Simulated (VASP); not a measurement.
A run of VASP 6.6.1:

Contents of INCAR:

```
SYSTEM = Zr
PREC = Accurate
ENCUT = 600
EDIFF = 1E-6
ISMEAR = 0
SIGMA = 0.05
LREAL = .FALSE.
LASPH = .TRUE.
NELM = 80
ALGO = Fast
ISIF = 3
LWAVE = .FALSE.
LCHARG = .FALSE.
IBRION = 2
NSW = 80
EDIFFG = -0.01
PSTRESS = 90.0
```

Contents of KPOINTS:

```
Automatic mesh
0
G
  16 16 10
  0 0 0
```

The input POSCAR:

```
Zr
1.0
    3.0790425506      0.0000000000      0.0000000000
   -1.5395212753      2.6665290681      0.0000000000
    0.0000000000      0.0000000000      5.0264853533
Zr
2
Direct
    0.3333333333      0.6666666667      0.2500000000
    0.6666666667      0.3333333333      0.7500000000
```

Potentials or basis: VASP PAW LDA potentials, release 64 (Zr_sv).

Launch:

```sh
$ cat potpaw_LDA.64/Zr_sv/POTCAR > POTCAR
$ mpirun -np 1 vasp_std > vasp.out
```

Hardware: 1 thread of Intel(R) Xeon(R) Platinum 8259CL CPU @ 2.50GHz (Skylake/Cascade Lake), on a shared host.

How long does it take, and how much memory?

Run time: 18 min on 1 thread of Intel(R) Xeon(R) Platinum 8259CL CPU @ 2.50GHz (Skylake/Cascade Lake), with other jobs on the host, peak memory 0.26 GiB. Counts: scf iterations 84, k points 180, ion steps 8.
